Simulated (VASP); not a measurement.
Input of a VASP 6.6.1 run:

Contents of INCAR:

```
SYSTEM = BAs
ALGO = Normal
EDIFF = 1E-7
ENCUT = 520
GGA = PE
ISIF = 2
ISMEAR = 0
LASPH = .True.
LCHARG = .False.
LREAL = .False.
LWAVE = .False.
NBANDS = 11
NELM = 80
PREC = Accurate
SIGMA = 0.01
```

Contents of KPOINTS:

```
k-points
0
Gamma
  7 7 7
  0 0 0
```

POSCAR

```
BAs
1.0
    0.0000000000      2.3397414207      2.3397414207
    2.3397414207      0.0000000000      2.3397414207
    2.3397414207      2.3397414207      0.0000000000
B As
1 1
Direct
    0.0000000000      0.0000000000      0.0000000000
    0.2500000000      0.2500000000      0.2500000000
```

Potentials or basis: VASP PAW PBE potentials, release 64 (B, As).

Command:

```sh
$ cat potpaw_PBE.64/B/POTCAR potpaw_PBE.64/As/POTCAR > POTCAR
$ mpirun -np 1 vasp_std > vasp.out
```

Q: Estimate the pressure.

A: 13.7 GPa.

Q: What does it give for the band gap on the k mesh?

A: 1.13 eV, indirect (least direct gap 3.36 eV).

A k mesh can miss the band edges.
